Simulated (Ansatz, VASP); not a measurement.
Mg2O in VASP and in Ansatz

The input INCAR:

```
SYSTEM = Mg2O
ALGO = Normal ; EDIFF = 1E-6
EDIFFG = -0.08 ; ENCUT = 600
GGA = PE ; IBRION = 2
ISIF = 3 ; ISMEAR = 0
LASPH = .TRUE. ; LCHARG = .FALSE.
LREAL = .FALSE. ; LWAVE = .FALSE.
NELM = 60 ; NSW = 36
PREC = Accurate ; SIGMA = 0.2
```

The input KPOINTS:

```
k-points
0
G
  6 6 2
  0 0 0
```

File POSCAR:

```
Mg2O
1.0
    3.1000000000      0.0000000000      0.0000000000
   -1.5500000000      2.6846787500      0.0000000000
    0.0000000000      0.0000000000      9.8800000000
Mg O
4 2
Direct
    0.0000000000      0.0000000000      0.0000000000
    0.3333333300      0.6666666700      0.7550000000
    0.6666666700      0.3333333300      0.2450000000
    0.0000000000      0.0000000000      0.5000000000
    0.3333333300      0.6666666700      0.1220000000
    0.6666666700      0.3333333300      0.8780000000
```

Input for Ansatz:

```yaml
crystal:
  lattice:
    - [3.1, 0.0, 0.0]
    - [-1.55, 2.68467875, 0.0]
    - [0.0, 0.0, 9.88]
  atoms:
    - { symbol: Mg, position: [0.0, 0.0, 0.0] }
    - { symbol: Mg, position: [0.33333333, 0.66666667, 0.755] }
    - { symbol: Mg, position: [0.66666667, 0.33333333, 0.245] }
    - { symbol: Mg, position: [0.0, 0.0, 0.5] }
    - { symbol: O, position: [0.33333333, 0.66666667, 0.122] }
    - { symbol: O, position: [0.66666667, 0.33333333, 0.878] }
basis:
  ecutwfc: 420
kpoints:
  mp_grid: { grid: [6, 6, 2] }
hamiltonian:
  xc: pbe
scf:
  occupations: { method: gaussian, width: 0.2 }
  lower_state_search: "off"
output:
  forces: true
  stress: true
  eigenvalues: true
relax:
  adjacent_minimum: "off"
  f_tol: 0.08
  max_steps: 16
  cell: { stress_tol: 0.8 }
```

Alike in both runs: task relaxation of cell and atoms; functional PBE; k mesh 6 × 6 × 2; occupations gaussian, width 0.2 eV; no spin polarisation.

|  | VASP | Ansatz |
| --- | --- | --- |
| version | VASP 6.6.1 | Ansatz 0.2.0 |
| potentials or method | VASP PAW PBE potentials, release 64 (Mg, O), cutoff 600 eV | scalar-relativistic, plane waves, PAW |
| valence electrons in the cell | 20 | 52 |

|  | VASP | Ansatz | Ansatz less VASP |
| --- | --- | --- | --- |
| gap on the k mesh at the Fermi level, each at its own relaxed structure (eV) | none | none | - |
| relaxed volume (Å³/atom) | 13.70 | 13.82 | +0.127 |
| relaxed cell length with the largest relative difference (Å) | 10.025 | 10.137 | +0.1119 |

A gap of «none» marks a metal or a gap that the smearing closes. VASP's potentials hold 20 valence electrons a cell and Ansatz's 52, so a difference there can come from the potentials and not from the codes.

The k mesh is coarse, so the values compare programs but aren't converged.
